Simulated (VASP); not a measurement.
Cu, 1 atom in the cell. The typed cell holds 1 atom: a = 2.437 Å, b = 2.437 Å, c = 2.437 Å, α = 109.41°, β = 109.41°, γ = 109.58°. This isn't the form of Cu at room conditions, which is fcc.

- Program: VASP 6.6.1
- Task: single point
- Functional: LDA
- Potentials or basis: VASP PAW LDA potentials, release 64 (Cu)
- Cutoff: 520 eV
- k mesh: 24 × 24 × 24
- Occupations: gaussian, width 0.15 eV
- Spin: no spin polarisation
- Dipole correction: no
- Further INCAR settings: ALGO = Normal; EDIFF = 1e-06; NBANDS = 12

Potentials or basis: VASP PAW LDA potentials, release 64 (Cu).

Command:

```sh
$ cat potpaw_LDA.64/Cu/POTCAR > POTCAR
$ mpirun -np 1 vasp_std > vasp.out
```

Hardware: 1 thread of Intel(R) Xeon(R) 6975P-C (Granite Rapids), on a shared host.

Problem. Estimate the wall time of this run.

Solution. It took 49 s on 1 thread of Intel(R) Xeon(R) 6975P-C (Granite Rapids), with other jobs on the host, peak memory 0.24 GiB. Counts: scf iterations 12, k points 1063.
